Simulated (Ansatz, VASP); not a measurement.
Te2Mo in VASP and in Ansatz

```
Te Mo
1.0
     3.53712    0.00000    0.00000
    -1.76856    3.06324    0.00000
     0.00000    0.00000    7.82683
Te Mo
2 1
Cartesian
  0.0000 2.0422 6.0307
  0.0000 2.0422 1.7961
  0.0000 0.0000 0.0000
```

Alike in both runs: task single point; functional PBE; k mesh 6 × 6 × 2; no spin polarisation.

|  | VASP | Ansatz |
| --- | --- | --- |
| version | VASP 6.6.1 | Ansatz 0.2.0 |
| potentials or method | VASP PAW PBE potentials, release 64 (Te, Mo_sv) | plane waves |
| plane-wave cutoff (eV) | 500 | 420 |
| occupations | gaussian, width 0.01 eV | fixed |
| valence electrons in the cell | 26 | 46 |

Ansatz gave:

```
gap on the k mesh at the Fermi level (eV)                     : 1.06
pressure (GPa)                                                : 1.8
traceless stress, the component that is largest in VASP (GPa) : 0.88
rms of the force components (eV/Å)                            : 0.091
```

Estimate VASP's values.

gap on the k mesh at the Fermi level (eV): 1.06; pressure (GPa): 1.8; traceless stress, the component that is largest in VASP (GPa): 0.94; rms of the force components (eV/Å): 0.097.

Atom by atom the forces differ by 0.006 eV/Å (rms over components). VASP's potentials hold 26 valence electrons a cell and Ansatz's 46, so a difference there can come from the potentials and not from the codes.

Spin-orbit coupling is off throughout.
